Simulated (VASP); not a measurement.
# LiNbO3 (Pm-3m) in VASP: settings compared

LiNbO3 is run at these levels: r2SCAN, PBEsol, LDA, PBE; tasks: single point, relaxation of cell and atoms.

Everything below comes from runs of VASP 6.6.1. Logs are shortened: lines on timing, memory, paths and dates and some standing lists are left out, and cuts for length are marked.

## 1. The cell of the first run

It takes space group Pm-3m (No. 221, cubic). The conventional cell has a = 3.933 Å, b = 3.933 Å, c = 3.933 Å, α = 90.00°, β = 90.00°, γ = 90.00°. Within 3.7 Å of Li (site symmetry m-3m) lie 12 O at 2.78 Å and 8 Nb at 3.41 Å. Within 2.6 Å of Nb (site symmetry m-3m) lie 6 O at 1.97 Å. O (site symmetry 4/mmm) has 2 Nb at 1.97 Å within 2.6 Å.

## 2. Single point, r2SCAN

POSCAR reads:

```
LiNbO3
1.0
    3.9331683584      0.0000000000      0.0000000000
    0.0000000000      3.9331683584      0.0000000000
    0.0000000000      0.0000000000      3.9331683584
Li Nb O
1 1 3
Direct
    0.0000000000      0.0000000000      0.0000000000
    0.5000000000      0.5000000000      0.5000000000
    0.5000000000      0.5000000000      0.0000000000
    0.5000000000      0.0000000000      0.5000000000
    0.0000000000      0.5000000000      0.5000000000
```

INCAR.step1 reads:

```
SYSTEM = LiNbO3
PREC = Accurate ; ENCUT = 520
ISMEAR = -1 ; SIGMA = 0.02
LREAL = .False. ; LASPH = .True.
NELM = 100 ; NBANDS = 25
GGA = PE ; ALGO = Normal
EDIFF = 1E-4 ; LWAVE = .True.
LCHARG = .False.
```

INCAR.step2 reads:

```
SYSTEM = LiNbO3
PREC = Accurate ; ENCUT = 520
EDIFF = 1E-7 ; ISMEAR = -1
SIGMA = 0.02 ; LREAL = .False.
LASPH = .True. ; NELM = 100
ALGO = Normal ; ISIF = 2
LWAVE = .False. ; LCHARG = .False.
METAGGA = R2SCAN ; LMIXTAU = .True.
NBANDS = 25 ; ISTART = 1
```

KPOINTS reads:

```
Automatic mesh
0
Gamma
  6 6 6
  0 0 0
```

Potentials or basis: VASP PAW PBE potentials, release 64 (Li_sv, Nb_sv, O).

The run is started by

```bash
> cat potpaw_PBE.64/Li_sv/POTCAR potpaw_PBE.64/Nb_sv/POTCAR potpaw_PBE.64/O/POTCAR > POTCAR
> cp INCAR.step1 INCAR
> mpirun -np 1 vasp_std > vasp.out
> cp INCAR.step2 INCAR
> mpirun -np 1 vasp_std > vasp.out
```

OUTCAR:

```text
SYSTEM = LiNbO3
   PREC = Accurate
   ENCUT = 520
   EDIFF = 1E-7
   ISMEAR = -1
   LREAL = .False.
   LASPH = .True.
   NELM = 100
   ISIF = 2
   METAGGA = R2SCAN
   ISTART = 1

 ion  position               nearest neighbor table
   1  0.000  0.000  0.000-
   2  0.500  0.500  0.500-   3 1.97   4 1.97   5 1.97   3 1.97   4 1.97   5 1.97
   3  0.500  0.500  0.000-   2 1.97   2 1.97
   4  0.500  0.000  0.500-   2 1.97   2 1.97
   5  0.000  0.500  0.500-   2 1.97   2 1.97

  LATTYP: Found a simple cubic cell.
 ALAT       =     3.9331683584

  Lattice vectors:

 A1 = (   3.9331683584,   0.0000000000,   0.0000000000)
 A2 = (   0.0000000000,   3.9331683584,   0.0000000000)
 A3 = (   0.0000000000,   0.0000000000,   3.9331683584)

Analysis of symmetry for initial positions (statically):
=====================================================================
 Subroutine PRICEL returns:
 Original cell was already a primitive cell.

 Routine SETGRP: Setting up the symmetry group for a
 simple cubic supercell.

 Subroutine GETGRP returns: Found 48 space group operations
 (whereof 48 operations were pure point group operations)
 out of a pool of 48 trial point group operations.

The static configuration has the point symmetry O_h .

Analysis of symmetry for dynamics (positions and initial velocities):
=====================================================================
 Subroutine PRICEL returns:
 Original cell was already a primitive cell.

 Routine SETGRP: Setting up the symmetry group for a
 simple cubic supercell.

 Subroutine GETGRP returns: Found 48 space group operations
 (whereof 48 operations were pure point group operations)
 out of a pool of 48 trial point group operations.

The dynamic configuration has the point symmetry O_h .

 Subroutine INISYM returns: Found 48 space group operations
 (whereof 48 operations are pure point group operations),
 and found     1 'primitive' translations

----------------------------------------------------------------------------------------

                                     Primitive cell

  volume of cell :      60.8454

  direct lattice vectors                    reciprocal lattice vectors
     3.933168358  0.000000000  0.000000000     0.254247952  0.000000000  0.000000000
     0.000000000  3.933168358  0.000000000     0.000000000  0.254247952  0.000000000
     0.000000000  0.000000000  3.933168358     0.000000000  0.000000000  0.254247952

  length of vectors
     3.933168358  3.933168358  3.933168358     0.254247952  0.254247952  0.254247952

  position of ions in fractional coordinates (direct lattice)
     0.000000000  0.000000000  0.000000000
     0.500000000  0.500000000  0.500000000
     0.500000000  0.500000000  0.000000000
     0.500000000  0.000000000  0.500000000
     0.000000000  0.500000000  0.500000000

  ion indices of the primitive-cell ions
   primitive index   ion index
                 1           1
                 2           2
                 3           3
                 4           4
                 5           5

----------------------------------------------------------------------------------------

 KPOINTS: Automatic mesh

Automatic generation of k-mesh.
 Grid dimensions read from file:
 generate k-points for:    6    6    6

 Generating k-lattice:

  Cartesian coordinates                     Fractional coordinates (reciprocal lattice)
     0.042374659  0.000000000  0.000000000     0.166666667  0.000000000  0.000000000
     0.000000000  0.042374659  0.000000000     0.000000000  0.166666667  0.000000000
     0.000000000  0.000000000  0.042374659     0.000000000  0.000000000  0.166666667

  Length of vectors
     0.042374659  0.042374659  0.042374659

  Shift w.r.t. Gamma in fractional coordinates (k-lattice)
     0.000000000  0.000000000  0.000000000

 Subroutine IBZKPT returns following result:
 ===========================================

 Found     20 irreducible k-points:

 Following reciprocal coordinates:
            Coordinates               Weight
  0.000000  0.000000  0.000000      1.000000
  0.166667  0.000000  0.000000      6.000000
  0.333333  0.000000  0.000000      6.000000
  0.500000  0.000000  0.000000      3.000000
  0.166667  0.166667  0.000000     12.000000
  0.333333  0.166667  0.000000     24.000000
[... 12 lines left out ...]
  0.500000  0.500000  0.333333      6.000000
  0.500000  0.500000  0.500000      1.000000
   k-points           NKPTS =     20   k-points in BZ     NKDIM =     20   number of bands    NBANDS=     25
   number of dos      NEDOS =    301   number of ions     NIONS =      5
   total plane-waves  NPLWV =  27000
   dimension x,y,z NGX =    30 NGY =   30 NGZ =   30
   dimension x,y,z NGXF=    60 NGYF=   60 NGZF=   60
   ions per type =               1   1   3
   NGX,Y,Z   is equivalent  to a cutoff of  12.68, 12.68, 12.68 a.u.
   NGXF,Y,Z  is equivalent  to a cutoff of  25.36, 25.36, 25.36 a.u.
 SYSTEM =  LiNbO3
   PREC   = accura    normal or accurate (medium, high low for compatibility)
   ISTART =      1    job   : 0-new  1-cont  2-samecut
   ICHARG =      0    charge: 1-file 2-atom 10-const
   ISPIN  =      1    spin polarized calculation?
   LNONCOLLINEAR =      F non collinear calculations
   LSORBIT =      F    spin-orbit coupling
   LASPH  =      T    aspherical Exc in radial PAW
   ENCUT  =  520.0 eV  38.22 Ry    6.18 a.u.   7.31  7.31  7.31*2*pi/ulx,y,z
   NELM   =    100;   NELMIN=  2; NELMDL=  0     # of ELM steps
   EDIFF  = 0.1E-06   stopping-criterion for ELM
   LREAL  =      F    real-space projection
   EDIFFG = 0.1E-05   stopping-criterion for IOM
   NSW    =      0    number of steps for IOM
   IBRION =     -1    ionic relax: 0-MD 1-quasi-New 2-CG
   NFREE  =      0    steps in history (QN), initial steepest desc. (CG)
   ISIF   =      2    stress and relaxation
   ISYM   =      2    0-nonsym 1-usesym 2-fastsym
   POTIM  = 0.5000    time-step for ionic-motion
   TEBEG  =    0.0;   TEEND  =   0.0 temperature during run
   PSTRESS=    0.0 pullay stress
   NELECT =      34.0000    total number of electrons
   NUPDOWN=      -1.0000    fix difference up-down
   EMIN   =  10.00;   EMAX   =-10.00  energy-range for DOS
   EFERMI =   0.00;   METHOD = LEGACY
   ISMEAR =    -1;   SIGMA  =   0.02  broadening in eV -4-tet -1-fermi 0-gaus
   EFERMI_NEDOS =   21; number of points for ismear=-14 and -15
   IALGO  =     38    algorithm
   IMIX   =      4    mixing-type and parameters
     AMIX     =   0.40;   BMIX     =  1.00
     AMIX_MAG =   1.60;   BMIX_MAG =  1.00
  volume/ion in A,a.u.               =      12.17        82.12
  Fermi-wavevector in a.u.,A,eV,Ry     =   1.348420  2.548145 24.738619  1.818237
  Thomas-Fermi vector in A             =   2.476091
   LORBIT       =      0    0 simple, 1 ext, 2 COOP (PROOUT), +10 PAW based schemes
   METAGGA = R2SCAN    functional components
   LHFCALC =     F    Hartree Fock is set to
   AEXX    =    0.0000 exact exchange contribution
   IVDW    =     0    specifies the selected vdW correction
   LEPSILON=     F    determine dielectric tensor
   LRPA    =     F    only Hartree local field effects (RPA)
 non-spin polarized calculation
  energy-cutoff  :      520.00
  volume of cell :       60.85
 maximum number of plane-waves:      1662
 NGX is ok and might be reduce to    30
   NGX = 15   NGY = 15   NGZ = 15

 number of electron      33.9999990 magnetization

 Free energy of the ion-electron system (eV)
  ---------------------------------------------------
  ext. energy  EPLUGINS =         0.00000000
  ---------------------------------------------------
  free energy    TOTEN  =       -58.36082783 eV

  energy without entropy =      -58.36082783  energy(sigma->0) =      -58.36082783

 E-fermi :   3.6035     XC(G=0): -10.5969

 val. band max:        3.0160526853   @ k =   0.5000   0.5000   0.5000
 cond. band min:       5.1222364307   @ k =   0.0000   0.0000   0.0000
 fundamental gap:      2.1061837454
 Fermi energy:         3.6035328982

 k-point     1 :       0.0000    0.0000    0.0000
  band No.  band energies     occupation
      1     -53.5479      2.00000
      2     -43.7932      2.00000
      3     -28.9029      2.00000
      4     -28.9029      2.00000
      5     -28.9029      2.00000
      6     -15.4512      2.00000
[... 17 lines left out ...]
     24      15.1685      0.00000
     25      15.1685      0.00000

 k-point     2 :       0.1667    0.0000    0.0000
  band No.  band energies     occupation
      1     -53.5470      2.00000
      2     -43.7931      2.00000
      3     -28.9524      2.00000
      4     -28.9014      2.00000
      5     -28.9014      2.00000
      6     -15.3603      2.00000
[... 17 lines left out ...]
     24      13.6010      0.00000
     25      14.9914      0.00000

 k-point     3 :       0.3333    0.0000    0.0000
  band No.  band energies     occupation
      1     -53.5452      2.00000
      2     -43.7930      2.00000
      3     -29.0492      2.00000
      4     -28.8983      2.00000
      5     -28.8983      2.00000
      6     -15.2872      2.00000
[... 17 lines left out ...]
     24      12.4871      0.00000
     25      14.6799      0.00000

 k-point     4 :       0.5000    0.0000    0.0000
  band No.  band energies     occupation
      1     -53.5443      2.00000
      2     -43.7930      2.00000
      3     -29.0964      2.00000
      4     -28.8968      2.00000
      5     -28.8968      2.00000
      6     -15.2688      2.00000
[... 17 lines left out ...]
     24      12.8630      0.00000
     25      14.5492      0.00000
[... 365 lines left out ...]
 k-point    18 :       0.5000    0.3333    0.3333
  band No.  band energies     occupation
      1     -53.5389      2.00000
      2     -43.7926      2.00000
      3     -29.0861      2.00000
      4     -29.0379      2.00000
      5     -29.0372      2.00000
      6     -14.1715      2.00000
[... 17 lines left out ...]
     24      13.8213      0.00000
     25      13.9316      0.00000

 k-point    19 :       0.5000    0.5000    0.3333
  band No.  band energies     occupation
      1     -53.5380      2.00000
      2     -43.7925      2.00000
      3     -29.0844      2.00000
      4     -29.0844      2.00000
      5     -29.0359      2.00000
      6     -14.1213      2.00000
[... 17 lines left out ...]
     24      13.8369      0.00000
     25      14.2293      0.00000

 k-point    20 :       0.5000    0.5000    0.5000
  band No.  band energies     occupation
      1     -53.5371      2.00000
      2     -43.7925      2.00000
      3     -29.0826      2.00000
      4     -29.0826      2.00000
      5     -29.0826      2.00000
      6     -13.7486      2.00000
[... 17 lines left out ...]
     24      13.9006      0.00000
     25      15.2902      0.00000

------------------------ aborting loop because EDIFF is reached ----------------------------------------

  FORCE on cell =-STRESS in cart. coord.  units (eV):
  Direction    XX          YY          ZZ          XY          YZ          ZX
  --------------------------------------------------------------------------------------
  -------------------------------------------------------------------------------------
  Total       -0.1270892     -0.1270892     -0.1270892      0.0000000      0.0000000     -0.0000000
  in kB       -3.3465062     -3.3465062     -3.3465062      0.0000000      0.0000000     -0.0000000
  external PRESSURE =      -3.3465062 kB  Pullay stress =       0.0000000 kB

 VOLUME and BASIS-vectors are now :
 -----------------------------------------------------------------------------
  energy-cutoff  :      520.00
  volume of cell :       60.85
      direct lattice vectors                 reciprocal lattice vectors
     3.933168358  0.000000000  0.000000000     0.254247952  0.000000000  0.000000000
     0.000000000  3.933168358  0.000000000     0.000000000  0.254247952  0.000000000
     0.000000000  0.000000000  3.933168358     0.000000000  0.000000000  0.254247952

 POSITION                                       TOTAL-FORCE (eV/Angst)
 -----------------------------------------------------------------------------------
      0.00000      0.00000      0.00000         0.000000      0.000000      0.000000
      1.96658      1.96658      1.96658         0.000000      0.000000      0.000000
      1.96658      1.96658      0.00000         0.000000      0.000000      0.000000
      1.96658      0.00000      1.96658         0.000000      0.000000      0.000000
      0.00000      1.96658      1.96658         0.000000      0.000000      0.000000
 -----------------------------------------------------------------------------------
    total drift:                                0.000000      0.000000     -0.000000

  FREE ENERGIE OF THE ION-ELECTRON SYSTEM (eV)
  ---------------------------------------------------
  free  energy   TOTEN  =       -58.3608278334 eV

  energy  without entropy=      -58.3608278334  energy(sigma->0) =      -58.36082783
```

It took 2 min on 1 thread of AMD EPYC 9R45 (Zen 5), shared host; peak memory 0.15 GiB.

Results:

- Free energy: -58.3608 eV
- Band gap on the k mesh: 2.11 eV, indirect (least direct gap 2.95 eV)

Levels at points of the mesh, in eV from the valence-band top:
```csv
k point,band 14,band 15,band 16,band 17,band 18,band 19,band 20,band 21
"(0.00, 0.00, 0.00)",-1.16,-0.84,-0.84,-0.84,2.11,2.11,2.11,5.33
"(0.50, 0.00, 0.00)",-2.13,-1.51,-0.90,-0.90,2.18,4.84,4.84,6.17
"(0.50, 0.50, 0.00)",-2.06,-2.06,-1.50,-0.02,4.87,4.87,6.08,7.73
"(0.50, 0.50, 0.50)",-4.62,0.00,0.00,0.00,6.06,6.06,6.06,7.77
```

Caveat: the cutoff is under 1.25 times the usual one of these potentials, so pressure, stress and relaxed cells hold a basis-set (Pulay) error; the PAW data sets were made with another functional, which shifts forces and pressure a little. r2SCAN opens gaps a little over a GGA but as a rule still falls short of measured ones.

## 3. Single point, r2SCAN

POSCAR is that of step 2.

INCAR.step1 reads:

```
SYSTEM = LiNbO3
  ALGO = Normal
  EDIFF = 1E-4
  ENCUT = 520
  GGA = PE
  ISMEAR = 0
  LASPH = .True.
  LCHARG = .False.
  LREAL = .False.
  LWAVE = .True.
  NBANDS = 25
  NELM = 80
  PREC = Accurate
  SIGMA = 0.01
```

INCAR.step2 reads:

```
SYSTEM = LiNbO3
  ALGO = Normal
  EDIFF = 1E-7
  ENCUT = 520
  ISIF = 2
  ISMEAR = 0
  ISTART = 1
  LASPH = .True.
  LCHARG = .False.
  LMIXTAU = .True.
  LREAL = .False.
  LWAVE = .False.
  METAGGA = R2SCAN
  NBANDS = 25
  NELM = 80
  PREC = Accurate
  SIGMA = 0.01
```

KPOINTS reads:

```
k-points
0
Gamma
  6 6 6
  0 0 0
```

Potentials or basis: VASP PAW PBE potentials, release 64 (Li_sv, Nb_sv, O).

The run is started by

```bash
> cat potpaw_PBE.64/Li_sv/POTCAR potpaw_PBE.64/Nb_sv/POTCAR potpaw_PBE.64/O/POTCAR > POTCAR
> cp INCAR.step1 INCAR
> mpirun -np 1 vasp_std > vasp.out
> cp INCAR.step2 INCAR
> mpirun -np 1 vasp_std > vasp.out
```

Wall time 1.9 min (1 thread of AMD EPYC 9R45 (Zen 5), shared host); peak memory 0.15 GiB.

The run converged. Its results:

| Item | Value |
| --- | --- |
| Free energy | -58.3608 eV |
| Band gap on the k mesh | 2.11 eV, indirect (least direct gap 2.95 eV) |

Levels at points of the mesh, in eV from the valence-band top:
```
           k point  band 13  band 14  band 15  band 16  band 17  band 18  band 19  band 20  band 21  band 22
(0.00, 0.00, 0.00)    -1.16    -1.16    -0.84    -0.84    -0.84     2.11     2.11     2.11     5.33     6.16
(0.50, 0.00, 0.00)    -2.13    -2.13    -1.51    -0.90    -0.90     2.18     4.84     4.84     6.17     7.26
(0.50, 0.50, 0.00)    -2.88    -2.06    -2.06    -1.50    -0.02     4.87     4.87     6.08     7.73     9.17
(0.50, 0.50, 0.50)    -4.92    -4.62     0.00     0.00     0.00     6.06     6.06     6.06     7.77    10.88
```

Caveat: the cutoff is under 1.25 times the usual one of these potentials, so pressure, stress and relaxed cells hold a basis-set (Pulay) error; the PAW data sets were made with another functional, which shifts forces and pressure a little.

(Part 1 of 2 ends here.)
